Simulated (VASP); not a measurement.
P, 3 atoms in the cell. It takes space group I4/mmm (No. 139, tetragonal). The conventional cell has a = 5.221 Å, b = 5.221 Å, c = 4.692 Å, α = 90.00°, β = 90.00°, γ = 90.00°. P (site symmetry mmm) has 4 P at 2.35 to 2.61 Å within 3.1 Å. Within 3.4 Å of P (site symmetry 4/mmm) lie 4 P at 2.61 Å. 

```yaml
Program: VASP 6.6.1
Task: relaxation of cell and atoms
Functional: PBE
Potentials_or_basis: VASP PAW PBE potentials, release 64 (P)
Cutoff: 600 eV
k_mesh: 6 × 6 × 6
Occupations: gaussian, width 0.1 eV
Spin: no spin polarisation
Dipole_correction: no
Further_INCAR_settings: ALGO = Normal; EDIFF = 1e-06; IBRION = 2; EDIFFG = -0.04; NSW = 90; ISIF = 3
```

Potentials or basis: VASP PAW PBE potentials, release 64 (P).

The run is started by

```sh
$ cat potpaw_PBE.64/P/POTCAR > POTCAR
$ mpirun -np 1 vasp_std > vasp.out
```

Hardware: 1 thread of Intel(R) Xeon(R) Platinum 8259CL CPU @ 2.50GHz (Skylake/Cascade Lake), on a shared host.

Task: Estimate the wall time of this run.

Result: It took 71 s on 1 thread of Intel(R) Xeon(R) Platinum 8259CL CPU @ 2.50GHz (Skylake/Cascade Lake), with other jobs on the host, peak memory 0.2 GiB. Counts: scf iterations 51, k points 30, ion steps 7.
